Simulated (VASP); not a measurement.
A run of VASP 6.6.1 is set up as follows.

The input INCAR:

```
SYSTEM = Pt
PREC = Accurate
ENCUT = 520
EDIFF = 1E-6
ISMEAR = -1
SIGMA = 0.1
LREAL = .FALSE.
LASPH = .TRUE.
NELM = 60
ALGO = Normal
ISIF = 2
LWAVE = .FALSE.
LCHARG = .FALSE.
GGA = RP
NBANDS = 11
```

The input KPOINTS:

```
regular mesh
0
G
  16 16 16
  0 0 0
```

Contents of POSCAR:

```
Pt
1.0
   -1.6127446238      1.6127446238      1.6127446238
    1.6127446238     -1.6127446238      1.6127446238
    1.6127446238      1.6127446238     -1.6127446238
Pt
1
Direct
    0.0000000000      0.0000000000      0.0000000000
```

Potentials or basis: VASP PAW PBE potentials, release 64 (Pt).

Run with:

```console
$ cat potpaw_PBE.64/Pt/POTCAR > POTCAR
$ mpirun -np 1 vasp_std > vasp.out
```

(1) What does it give for the pressure?

(2) Estimate the band gap on the k mesh.

## Answers

(1) -8.1 GPa.

(2) zero (band 5 reaches 10.16 eV, above the bottom of band 6 at 8.22 eV).

Caveat: the PAW data sets were made with another functional, which shifts forces and pressure a little; spin-orbit coupling is left out, which moves the levels of the heavy elements.
